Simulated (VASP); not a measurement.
Input of a VASP 6.6.1 run:

Contents of INCAR:

```
ALGO = Normal ; EDIFF = 1E-6
ENCUT = 700 ; GGA_COMPAT = F
ISIF = 2 ; ISMEAR = -1
LASPH = T ; LCHARG = F
LREAL = F ; LWAVE = F
NBANDS = 26 ; NELM = 120
PREC = Accurate ; SIGMA = 0.05
```

Contents of KPOINTS:

```
k-points
0
Gamma
  10 10 10
```

The input POSCAR:

```
TaWC2
1.0
    1.5397674660      0.8889851610      4.9974757625
   -1.5397674660      0.8889851610      4.9974757625
    0.0000000000     -1.7779703220      4.9974757625
W Ta C
1 1 2
Direct
    0.0000000000      0.0000000000      0.0000000000
    0.5000000000      0.5000000000      0.5000000000
    0.2509330000      0.2509330000      0.2509330000
    0.7490670000      0.7490670000      0.7490670000
```

Potentials or basis: VASP PAW LDA potentials, release 64 (W_sv, Ta_sv_GW, C).

The run is started by

```sh
$ cat potpaw_LDA.64/W_sv/POTCAR potpaw_LDA.64/Ta_sv_GW/POTCAR potpaw_LDA.64/C/POTCAR > POTCAR
$ mpirun -np 1 vasp_std > vasp.out
```

(1) What does it give for the band gap on the k mesh?

(2) Predict the largest force.

(3) What does it give for the pressure?

Results:

(1) zero (an odd number of electrons rules out a gap without spin polarisation).

(2) 0.072 eV/Å.

(3) 7.1 GPa.

Caveat: the cell stands under pressure; spin-orbit coupling is left out, which moves the levels of the heavy elements; an odd number of electrons without spin polarisation forces a metal; a magnetic or distorted state may lie lower.
